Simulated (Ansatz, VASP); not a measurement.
## Os: VASP beside Ansatz

File INCAR:

```
SYSTEM = Os
ALGO = Normal ; EDIFF = 1E-6
ENCUT = 520 ; GGA = PS
ISIF = 2 ; ISMEAR = 0
LASPH = .True. ; LCHARG = .False.
LREAL = .False. ; LWAVE = .False.
NBANDS = 15 ; NELM = 80
PREC = Accurate ; SIGMA = 0.15
```

The input KPOINTS:

```
k-points
0
Gamma
  18 18 12
  0 0 0
```

File POSCAR:

```
Os
1.0
    2.8434639745      0.0000000000      0.0000000000
   -1.4217319873      2.4625120367      0.0000000000
    0.0000000000      0.0000000000      4.3197000000
Os
2
Direct
    0.3333333333      0.6666666667      0.2500000000
    0.6666666667      0.3333333333      0.7500000000
```

Input for Ansatz:

```yaml
crystal:
  lattice:
    - [2.8434639745, 0.0, 0.0]
    - [-1.4217319873, 2.4625120367, 0.0]
    - [0.0, 0.0, 4.3197]
  atoms:
    - { symbol: Os, position: [0.3333333333, 0.6666666667, 0.25] }
    - { symbol: Os, position: [0.6666666667, 0.3333333333, 0.75] }
basis:
  ecutwfc: 420
kpoints:
  mp_grid: { grid: [18, 18, 12] }
hamiltonian:
  xc: pbesol
scf:
  occupations: { method: gaussian, width: 0.15 }
output:
  forces: true
  stress: true
  eigenvalues: true
```

Change from the starting cell: strain +0.040 along x and y, +0.000 along z, atoms carried along.

Alike in both runs: task single point; functional PBEsol; k mesh 18 × 18 × 12; occupations gaussian, width 0.15 eV; no spin polarisation.

```csv
,VASP,Ansatz
version,VASP 6.6.1,Ansatz 0.2.0
potentials or method,"VASP PAW PBE potentials, release 64 (Os), cutoff 520 eV","scalar-relativistic, plane waves, PAW"
valence electrons in the cell,16,32
```

|  | VASP | Ansatz | Ansatz less VASP |
| --- | --- | --- | --- |
| gap on the k mesh at the Fermi level (eV) | none | none | - |
| pressure (GPa) | -29.0 | -28.8 | +0.25 |
| traceless stress, the component that is largest in VASP (GPa) | 9.74 | 9.89 | +0.152 |

VASP's potentials were made for PBE, not for PBEsol. A gap of «none» marks a metal or a gap that the smearing closes. Both programs put the cell under strong tension, so it lies far from rest at this level. With one functional, cell and mesh, what is left measures potentials, basis and numerics. VASP's potentials hold 16 valence electrons a cell and Ansatz's 32, so a difference there can come from the potentials and not from the codes.

Spin-orbit coupling is off throughout.
